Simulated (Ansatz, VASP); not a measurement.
MoS4 in VASP and in Ansatz

The input INCAR:

```
SYSTEM = MoS4
PREC = Accurate
ENCUT = 520
EDIFF = 1E-6
ISMEAR = -1
SIGMA = 0.05
LREAL = .False.
LASPH = .True.
NELM = 80
ALGO = Normal
ISIF = 2
LWAVE = .False.
LCHARG = .False.
LDIPOL = .True.
IDIPOL = 3
DIPOL = 0.5 0.5 0.500
GGA = PE
NBANDS = 27
```

File KPOINTS:

```
Automatic mesh
0
Gamma
  10 10 1
  0 0 0
```

File POSCAR:

```
MoS4
1.0
    3.1841260822      0.0000000000      0.0000000000
   -1.5920630411      2.7575340760      0.0000000000
    0.0000000000      0.0000000000     46.5665498867
S Mo
4 1
Direct
    0.3333333300      0.6666666600      0.1610598169
    0.3333333300      0.6666666600      0.4666858505
    0.3333333300      0.6666666600      0.5333141495
    0.3333333300      0.6666666600      0.8389401831
    0.0000000000      0.0000000000      0.5000000000
```

The input input.yaml:

```yaml
crystal:
  lattice:
    - [3.1841260822, 0.0, 0.0]
    - [-1.5920630411, 2.757534076, 0.0]
    - [0.0, 0.0, 46.5665498867]
  atoms:
    - { symbol: S, position: [0.33333333, 0.66666666, 0.1610598169] }
    - { symbol: S, position: [0.33333333, 0.66666666, 0.4666858505] }
    - { symbol: Mo, position: [0.0, 0.0, 0.5] }
    - { symbol: S, position: [0.33333333, 0.66666666, 0.5333141495] }
    - { symbol: S, position: [0.33333333, 0.66666666, 0.8389401831] }
hamiltonian:
  xc: pbe
  pseudopotentials: { kind: paw }
kpoints:
  mp_grid: { grid: [10, 10, 1] }
scf:
  occupations: { method: fermi_dirac, width: 0.05 }
output:
  forces: true
  eigenvalues: true
efield:
  axis: 3
  dipole_correction: true
  ramp_width: 0.04
```

Alike in both runs: task single point; functional PBE; k mesh 10 × 10 × 1; occupations fermi-dirac, width 0.05 eV; no spin polarisation.

|  | VASP | Ansatz |
| --- | --- | --- |
| version | VASP 6.6.1 | Ansatz 0.2.0 |
| potentials or method | VASP PAW PBE potentials, release 64 (S, Mo_sv) | Ansatz PAW |
| plane-wave cutoff (eV) | 520 | 420 |
| valence electrons in the cell | 38 | 38 |

```tsv
	VASP	Ansatz	Ansatz less VASP
gap on the k mesh at the Fermi level (eV)	none	none	-
rms of the force components (eV/Å)	0.071	0.075	+0.0044
```

A gap of «none» marks a metal or a gap that the smearing closes. The functional is the same, so the differences come from potentials, cutoffs and numerics.
